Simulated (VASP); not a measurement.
BaTiO3, 5 atoms in the cell. Symmetry: P4mm, No. 99, tetragonal system. The conventional cell has a = 3.973 Å, b = 3.973 Å, c = 4.173 Å, α = 90.00°, β = 90.00°, γ = 90.00°. Ba (site symmetry 4mm) has 12 O at 2.80 to 2.96 Å and 8 Ti at 3.45 to 3.55 Å within 3.7 Å. Within 2.4 Å of Ti (site symmetry 4mm) lie 6 O at 1.81 to 2.36 Å. O (site symmetry 2mm) has 2 Ti at 2.00 Å within 2.6 Å. O (site symmetry 4mm) has 2 Ti at 1.81 to 2.36 Å within 2.4 Å. 

| Quantity | Value |
| --- | --- |
| Program | VASP 6.6.1 |
| Task | single point |
| Functional | r2SCAN |
| Potentials or basis | VASP PAW PBE potentials, release 64 (Ba_sv, Ti_sv, O) |
| Cutoff | 520 eV |
| k mesh | 8 × 8 × 8 |
| Occupations | gaussian, width 0.02 eV |
| Spin | no spin polarisation |
| Dipole correction | no |
| Further INCAR settings | ALGO = Normal; EDIFF = 1e-07; NBANDS = 28 |

Potentials or basis: VASP PAW PBE potentials, release 64 (Ba_sv, Ti_sv, O).

Launch:

```bash
$ cat potpaw_PBE.64/Ba_sv/POTCAR potpaw_PBE.64/Ti_sv/POTCAR potpaw_PBE.64/O/POTCAR > POTCAR
$ cp INCAR.step1 INCAR
$ mpirun -np 1 vasp_std > vasp.out
$ cp INCAR.step2 INCAR
$ mpirun -np 1 vasp_std > vasp.out
```

Hardware: 1 thread of AMD EPYC 7R43 64-Core Processor (Zen 3), with other jobs on the host.

Problem. Estimate the wall time of this run.

Solution. Run time: 10 min on 1 thread of AMD EPYC 7R43 64-Core Processor (Zen 3) (shared host), peak memory 0.24 GiB. Counts: k points 75.
